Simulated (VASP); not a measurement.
# MnS (Fm-3m) in VASP: notebook

The runs below take MnS through single point, with PBE.

Program: VASP 6.6.1. These are calculated values, not measurements. Logs are shortened: lines on timing, memory, paths and dates and some standing lists are left out, and cuts for length are marked.

**1. The cell of the first run**

It takes space group Fm-3m (No. 225, cubic). The conventional cell has a = 5.086 Å, b = 5.086 Å, c = 5.086 Å, α = 90.00°, β = 90.00°, γ = 90.00°. Mn (site symmetry m-3m) has 6 S at 2.54 Å within 3.4 Å. Within 3.4 Å of S (site symmetry m-3m) lie 6 Mn at 2.54 Å.

**2. Single point, PBE**

INCAR reads:

```
ALGO = Normal
EDIFF = 1E-7
ENCUT = 520
GGA = PE
ISIF = 2
ISMEAR = 0
LASPH = T
LCHARG = T
LELF = T
LREAL = F
LVHAR = T
LWAVE = F
NBANDS = 16
NELM = 60
PREC = Accurate
SIGMA = 0.05
```

KPOINTS reads:

```
k-points
0
Gamma
  12 12 12
```

POSCAR reads:

```
MnS
1.0
    0.0000000000      2.5431237785      2.5431237785
    2.5431237785      0.0000000000      2.5431237785
    2.5431237785      2.5431237785      0.0000000000
Mn S
1 1
Direct
    0.0000000000      0.0000000000      0.0000000000
    0.5000000000      0.5000000000      0.5000000000
```

Potentials or basis: VASP PAW PBE potentials, release 64 (Mn_pv, S).

On the command line:

```bash
$ cat potpaw_PBE.64/Mn_pv/POTCAR potpaw_PBE.64/S/POTCAR > POTCAR
$ mpirun -np 1 vasp_std > vasp.out
```

OUTCAR:

```text
EDIFF = 1E-7
   ENCUT = 520
   GGA = PE
   ISIF = 2
   ISMEAR = 0
   LASPH = T
   LREAL = F
   NELM = 60
   PREC = Accurate

 ion  position               nearest neighbor table
   1  0.000  0.000  0.000-   2 2.54   2 2.54   2 2.54   2 2.54   2 2.54   2 2.54
   2  0.500  0.500  0.500-   1 2.54   1 2.54   1 2.54   1 2.54   1 2.54   1 2.54

  LATTYP: Found a face centered cubic cell.
 ALAT       =     5.0862475570

  Lattice vectors:

 A1 = (   0.0000000000,   2.5431237785,   2.5431237785)
 A2 = (   2.5431237785,   0.0000000000,   2.5431237785)
 A3 = (   2.5431237785,   2.5431237785,   0.0000000000)

Analysis of symmetry for initial positions (statically):
=====================================================================
 Subroutine PRICEL returns:
 Original cell was already a primitive cell.

 Routine SETGRP: Setting up the symmetry group for a
 face centered cubic supercell.

 Subroutine GETGRP returns: Found 48 space group operations
 (whereof 48 operations were pure point group operations)
 out of a pool of 48 trial point group operations.

The static configuration has the point symmetry O_h .

Analysis of symmetry for dynamics (positions and initial velocities):
=====================================================================
 Subroutine PRICEL returns:
 Original cell was already a primitive cell.

 Routine SETGRP: Setting up the symmetry group for a
 face centered cubic supercell.

 Subroutine GETGRP returns: Found 48 space group operations
 (whereof 48 operations were pure point group operations)
 out of a pool of 48 trial point group operations.

The dynamic configuration has the point symmetry O_h .

 Subroutine INISYM returns: Found 48 space group operations
 (whereof 48 operations are pure point group operations),
 and found     1 'primitive' translations

----------------------------------------------------------------------------------------

                                     Primitive cell

  volume of cell :      32.8952

  direct lattice vectors                    reciprocal lattice vectors
     0.000000000  2.543123779  2.543123779    -0.196608598  0.196608598  0.196608598
     2.543123779  0.000000000  2.543123779     0.196608598 -0.196608598  0.196608598
     2.543123779  2.543123779  0.000000000     0.196608598  0.196608598 -0.196608598

  length of vectors
     3.596520138  3.596520138  3.596520138     0.340536081  0.340536081  0.340536081

  position of ions in fractional coordinates (direct lattice)
     0.000000000  0.000000000  0.000000000
     0.500000000  0.500000000  0.500000000

  ion indices of the primitive-cell ions
   primitive index   ion index
                 1           1
                 2           2

----------------------------------------------------------------------------------------

 KPOINTS: k-points

Automatic generation of k-mesh.
 Grid dimensions read from file:
 generate k-points for:   12   12   12

 Generating k-lattice:

  Cartesian coordinates                     Fractional coordinates (reciprocal lattice)
    -0.016384050  0.016384050  0.016384050     0.083333333  0.000000000  0.000000000
     0.016384050 -0.016384050  0.016384050     0.000000000  0.083333333  0.000000000
     0.016384050  0.016384050 -0.016384050     0.000000000  0.000000000  0.083333333

  Length of vectors
     0.028378007  0.028378007  0.028378007

  Shift w.r.t. Gamma in fractional coordinates (k-lattice)
     0.000000000  0.000000000  0.000000000

 Subroutine IBZKPT returns following result:
 ===========================================

 Found     72 irreducible k-points:

 Following reciprocal coordinates:
            Coordinates               Weight
  0.000000  0.000000  0.000000      1.000000
  0.083333  0.000000  0.000000      8.000000
  0.166667  0.000000  0.000000      8.000000
  0.250000  0.000000  0.000000      8.000000
  0.333333  0.000000  0.000000      8.000000
  0.416667  0.000000  0.000000      8.000000
[... 16 lines left out ...]
  0.500000  0.166667  0.000000     24.000000
 -0.416667  0.166667  0.000000     24.000000
 [... further k-points ...]
   k-points           NKPTS =     72   k-points in BZ     NKDIM =     72   number of bands    NBANDS=     16
   number of dos      NEDOS =    301   number of ions     NIONS =      2
   total plane-waves  NPLWV =  21952
   dimension x,y,z NGX =    28 NGY =   28 NGZ =   28
   dimension x,y,z NGXF=    56 NGYF=   56 NGZF=   56
   ions per type =               1   1
   NGX,Y,Z   is equivalent  to a cutoff of  12.94, 12.94, 12.94 a.u.
   NGXF,Y,Z  is equivalent  to a cutoff of  25.89, 25.89, 25.89 a.u.
 SYSTEM =  unknown system
   PREC   = accura    normal or accurate (medium, high low for compatibility)
   ISTART =      0    job   : 0-new  1-cont  2-samecut
   ICHARG =      2    charge: 1-file 2-atom 10-const
   ISPIN  =      1    spin polarized calculation?
   LNONCOLLINEAR =      F non collinear calculations
   LSORBIT =      F    spin-orbit coupling
   LASPH  =      T    aspherical Exc in radial PAW
   ENCUT  =  520.0 eV  38.22 Ry    6.18 a.u.   6.69  6.69  6.69*2*pi/ulx,y,z
   NELM   =     60;   NELMIN=  2; NELMDL= -5     # of ELM steps
   EDIFF  = 0.1E-06   stopping-criterion for ELM
   LREAL  =      F    real-space projection
   EDIFFG = 0.1E-05   stopping-criterion for IOM
   NSW    =      0    number of steps for IOM
   IBRION =     -1    ionic relax: 0-MD 1-quasi-New 2-CG
   NFREE  =      0    steps in history (QN), initial steepest desc. (CG)
   ISIF   =      2    stress and relaxation
   ISYM   =      2    0-nonsym 1-usesym 2-fastsym
   POTIM  = 0.5000    time-step for ionic-motion
   TEBEG  =    0.0;   TEEND  =   0.0 temperature during run
   PSTRESS=    0.0 pullay stress
   NELECT =      19.0000    total number of electrons
   NUPDOWN=      -1.0000    fix difference up-down
   EMIN   =  10.00;   EMAX   =-10.00  energy-range for DOS
   EFERMI =   0.00;   METHOD = LEGACY
   ISMEAR =     0;   SIGMA  =   0.05  broadening in eV -4-tet -1-fermi 0-gaus
   EFERMI_NEDOS =   21; number of points for ismear=-14 and -15
   IALGO  =     38    algorithm
   IMIX   =      4    mixing-type and parameters
     AMIX     =   0.40;   BMIX     =  1.00
     AMIX_MAG =   1.60;   BMIX_MAG =  1.00
  volume/ion in A,a.u.               =      16.45       110.99
  Fermi-wavevector in a.u.,A,eV,Ry     =   1.363375  2.576404 25.290378  1.858790
  Thomas-Fermi vector in A             =   2.489783
   LORBIT       =      0    0 simple, 1 ext, 2 COOP (PROOUT), +10 PAW based schemes
   GGA     = PE    functional components
   LHFCALC =     F    Hartree Fock is set to
   AEXX    =    0.0000 exact exchange contribution
   IVDW    =     0    specifies the selected vdW correction
   LEPSILON=     F    determine dielectric tensor
   LRPA    =     F    only Hartree local field effects (RPA)
 non-spin polarized calculation
 Gauss-broadening in eV      SIGMA  =   0.05
  energy-cutoff  :      520.00
  volume of cell :       32.90
 maximum number of plane-waves:       911
   NGX = 13   NGY = 13   NGZ = 13

 number of electron      19.0000014 magnetization

 Free energy of the ion-electron system (eV)
  ---------------------------------------------------
  ext. energy  EPLUGINS =         0.00000000
  ---------------------------------------------------
  free energy    TOTEN  =       -12.23497898 eV

  energy without entropy =      -12.21800127  energy(sigma->0) =      -12.22649012

 E-fermi :   6.8743     XC(G=0): -11.0855

 val. band max:        6.8730163180   @ k =   0.4167   0.0000   0.0000
 cond. band min:       6.8746640648   @ k =  -0.4167   0.4167   0.0000
 fundamental gap:      0.0016477468
 Fermi energy:         6.8743329596

 k-point     1 :       0.0000    0.0000    0.0000
  band No.  band energies     occupation
      1     -40.9571      2.00000
      2     -40.9571      2.00000
      3     -40.9571      2.00000
      4      -7.8782      2.00000
      5       5.1580      2.00000
      6       5.1580      2.00000
[... 8 lines left out ...]
     15      16.5452      0.00000
     16      16.5452      0.00000

 k-point     2 :       0.0833    0.0000    0.0000
  band No.  band energies     occupation
      1     -40.9581      2.00000
      2     -40.9573      2.00000
      3     -40.9573      2.00000
      4      -7.8041      2.00000
      5       4.5028      2.00000
      6       4.7298      2.00000
[... 8 lines left out ...]
     15      16.5179      0.00000
     16      16.5179      0.00000

 k-point     3 :       0.1667    0.0000    0.0000
  band No.  band energies     occupation
      1     -40.9605      2.00000
      2     -40.9576      2.00000
      3     -40.9576      2.00000
      4      -7.5909      2.00000
      5       3.3476      2.00000
      6       4.1419      2.00000
[... 8 lines left out ...]
     15      16.1424      0.00000
     16      16.1424      0.00000

 k-point     4 :       0.2500    0.0000    0.0000
  band No.  band energies     occupation
      1     -40.9639      2.00000
      2     -40.9581      2.00000
      3     -40.9581      2.00000
      4      -7.2687      2.00000
      5       2.1452      2.00000
      6       3.6409      2.00000
[... 8 lines left out ...]
     15      15.2009      0.00000
     16      15.2009      0.00000

 k-point     5 :       0.3333    0.0000    0.0000
  band No.  band energies     occupation
      1     -40.9673      2.00000
      2     -40.9586      2.00000
      3     -40.9586      2.00000
      4      -6.8983      2.00000
      5       1.0931      2.00000
      6       3.2666      2.00000
[... 8 lines left out ...]
     15      14.2150      0.00000
     16      15.8504      0.00000

 k-point     6 :       0.4167    0.0000    0.0000
  band No.  band energies     occupation
      1     -40.9698      2.00000
      2     -40.9589      2.00000
      3     -40.9589      2.00000
      4      -6.5834      2.00000
      5       0.3528      2.00000
      6       3.0363      2.00000
[... 8 lines left out ...]
     15      13.4837      0.00000
     16      16.8255      0.00000

 k-point     7 :       0.5000    0.0000    0.0000
  band No.  band energies     occupation
      1     -40.9707      2.00000
      2     -40.9590      2.00000
      3     -40.9590      2.00000
      4      -6.4554      2.00000
      5       0.0807      2.00000
      6       2.9586      2.00000
[... 8 lines left out ...]
     15      13.2043      0.00000
     16      17.2131      0.00000

 k-point     8 :       0.0833    0.0833    0.0000
  band No.  band energies     occupation
      1     -40.9580      2.00000
      2     -40.9575      2.00000
      3     -40.9575      2.00000
      4      -7.7801      2.00000
      5       4.1767      2.00000
      6       4.8086      2.00000
[... 8 lines left out ...]
     15      16.4404      0.00000
     16      16.4404      0.00000

 k-point     9 :       0.1667    0.0833    0.0000
  band No.  band energies     occupation
      1     -40.9599      2.00000
      2     -40.9579      2.00000
      3     -40.9577      2.00000
      4      -7.6153      2.00000
      5       3.4049      2.00000
      6       4.2798      2.00000
[... 8 lines left out ...]
     15      16.0142      0.00000
     16      16.2790      0.00000
[... 172 lines left out ...]
 k-point    19 :       0.1667    0.1667    0.0000
  band No.  band energies     occupation
      1     -40.9603      2.00000
      2     -40.9584      2.00000
      3     -40.9584      2.00000
      4      -7.5064      2.00000
      5       2.9444      2.00000
      6       4.3341      2.00000
[... 8 lines left out ...]
     15      15.1476      0.00000
     16      16.3976      0.00000

 k-point    20 :       0.2500    0.1667    0.0000
  band No.  band energies     occupation
      1     -40.9625      2.00000
      2     -40.9590      2.00000
      3     -40.9589      2.00000
      4      -7.2796      2.00000
      5       2.3235      2.00000
      6       3.8711      2.00000
[... 8 lines left out ...]
     15      14.6468      0.00000
     16      16.3307      0.00000

 k-point    21 :       0.3333    0.1667    0.0000
  band No.  band energies     occupation
      1     -40.9653      2.00000
      2     -40.9595      2.00000
      3     -40.9595      2.00000
      4      -6.9736      2.00000
      5       1.6338      2.00000
      6       3.2750      2.00000
[... 8 lines left out ...]
     15      14.8434      0.00000
     16      15.9194      0.00000

 k-point    22 :       0.4167    0.1667    0.0000
  band No.  band energies     occupation
      1     -40.9678      2.00000
      2     -40.9602      2.00000
      3     -40.9598      2.00000
      4      -6.6571      2.00000
      5       0.9780      2.00000
      6       2.8397      2.00000
[... 8 lines left out ...]
     15      15.2984      0.00000
     16      15.4954      0.00000

 k-point    23 :       0.5000    0.1667    0.0000
  band No.  band energies     occupation
      1     -40.9693      2.00000
      2     -40.9609      2.00000
      3     -40.9599      2.00000
      4      -6.4303      2.00000
      5       0.5342      2.00000
      6       2.6086      2.00000
[... 8 lines left out ...]
     15      14.6901      0.00000
     16      16.1683      0.00000

 k-point    24 :      -0.4167    0.1667    0.0000
  band No.  band energies     occupation
      1     -40.9694      2.00000
      2     -40.9614      2.00000
      3     -40.9596      2.00000
      4      -6.3907      2.00000
      5       0.4573      2.00000
      6       2.5675      2.00000
[... 8 lines left out ...]
     15      14.2460      0.00000
     16      16.3437      0.00000

 [... further k-points ...]

------------------------ aborting loop because EDIFF is reached ----------------------------------------

  FORCE on cell =-STRESS in cart. coord.  units (eV):
  Direction    XX          YY          ZZ          XY          YZ          ZX
  --------------------------------------------------------------------------------------
  -------------------------------------------------------------------------------------
  Total       -4.3738772     -4.3738772     -4.3738772     -0.0000000      0.0000000      0.0000000
  in kB     -213.0319159   -213.0319159   -213.0319159     -0.0000000      0.0000000      0.0000000
  external PRESSURE =    -213.0319159 kB  Pullay stress =       0.0000000 kB

 VOLUME and BASIS-vectors are now :
 -----------------------------------------------------------------------------
  energy-cutoff  :      520.00
  volume of cell :       32.90
      direct lattice vectors                 reciprocal lattice vectors
     0.000000000  2.543123779  2.543123779    -0.196608598  0.196608598  0.196608598
     2.543123779  0.000000000  2.543123779     0.196608598 -0.196608598  0.196608598
     2.543123779  2.543123779  0.000000000     0.196608598  0.196608598 -0.196608598

 POSITION                                       TOTAL-FORCE (eV/Angst)
 -----------------------------------------------------------------------------------
      0.00000      0.00000      0.00000        -0.000000     -0.000000     -0.000000
      2.54312      2.54312      2.54312         0.000000      0.000000      0.000000
 -----------------------------------------------------------------------------------
    total drift:                               -0.000000      0.000000      0.000000

  FREE ENERGIE OF THE ION-ELECTRON SYSTEM (eV)
  ---------------------------------------------------
  free  energy   TOTEN  =       -12.2349789778 eV

  energy  without entropy=      -12.2180012684  energy(sigma->0) =      -12.22649012
```

Run time: 74 s. Hardware: 1 thread of Oxide Virtual Turin-like, shared host; peak memory 0.14 GiB.

What came out:

* Free energy: -12.2350 eV
* Pressure: -21.3 GPa
* Band gap on the k mesh: zero (an odd number of electrons rules out a gap without spin polarisation)

Caveat: the cell stands under tension; the run has no spin polarisation, though such a crystal can be magnetic; semilocal functionals often make such compounds metallic where correlation or magnetic order opens a gap, which also shifts bond lengths.

**3. Single point, PBE, collinear spin, ferromagnetic start (15.63 Å³/atom)**

This run uses another cell than the first one, of 15.63 Å³/atom.

INCAR reads:

```
PREC = Accurate
ENCUT = 520
EDIFF = 1E-6
ISMEAR = 0
SIGMA = 0.05
LREAL = F
LASPH = T
NELM = 150
ALGO = Normal
ISIF = 2
LWAVE = F
LCHARG = F
ISPIN = 2
MAGMOM = 4.56 0
LORBIT = 11
LMAXMIX = 4
GGA = PE
NBANDS = 20
```

KPOINTS reads:

```
Automatic mesh
0
Gamma
  12 12 12
```

POSCAR reads:

```
MnS
1.0
    0.0000000000      2.5000273113      2.5000273113
    2.5000273113      0.0000000000      2.5000273113
    2.5000273113      2.5000273113      0.0000000000
Mn S
1 1
Direct
    0.0000000000      0.0000000000      0.0000000000
    0.5000000000      0.5000000000      0.5000000000
```

Potentials or basis: VASP PAW PBE potentials, release 64 (Mn_pv, S).

On the command line:

```bash
$ cat potpaw_PBE.64/Mn_pv/POTCAR potpaw_PBE.64/S/POTCAR > POTCAR
$ mpirun -np 1 vasp_std > vasp.out
```

Wall time 2.2 min (1 thread of Oxide Virtual Turin-like, shared host); peak memory 0.18 GiB.

The run converged. Its results:

* Free energy: -14.0662 eV
* Pressure: 3.6 GPa
* Net moment: 4.30 μB per cell
* Site moments: Mn +3.96; S +0.07 μB
* Valence electrons inside the program's atomic spheres: Mn 11.44; S 3.75

Levels at points of the mesh, in eV from the Fermi level:
Spin up:
```
           k point  band 10  band 11  band 12  band 13  band 14  band 15
(0.00, 0.00, 0.00)    -2.08    -2.08    -2.08     2.68     8.85     8.85
(0.50, 0.00, 0.00)    -2.30     0.84     0.84     2.87     5.46     5.46
(0.50, 0.50, 0.00)    -2.56    -2.56    -1.93     1.14     5.64    11.21
```
Spin down:
```
           k point  band 3  band 4  band 5  band 6  band 7  band 8  band 9  band 10  band 11  band 12
(0.00, 0.00, 0.00)  -46.36  -15.25   -1.89   -1.89   -1.89   -0.13   -0.13    -0.13    -0.02    -0.02
(0.50, 0.00, 0.00)  -46.36  -13.65   -7.29   -3.97   -3.97    1.08    1.08     1.33     3.29     3.45
(0.50, 0.50, 0.00)  -46.36  -13.48   -6.39   -3.65   -3.65   -1.48    0.50     1.37     1.37     1.56
```

Caveat: the cell stands under pressure; a cell with one magnetic atom can't hold antiferromagnetic order, which such compounds often take; semilocal functionals often make such compounds metallic where correlation or magnetic order opens a gap, which also shifts bond lengths. With open d or f shells a metallic result of PBE can be an artefact of self-interaction; +U or a hybrid may open a gap.
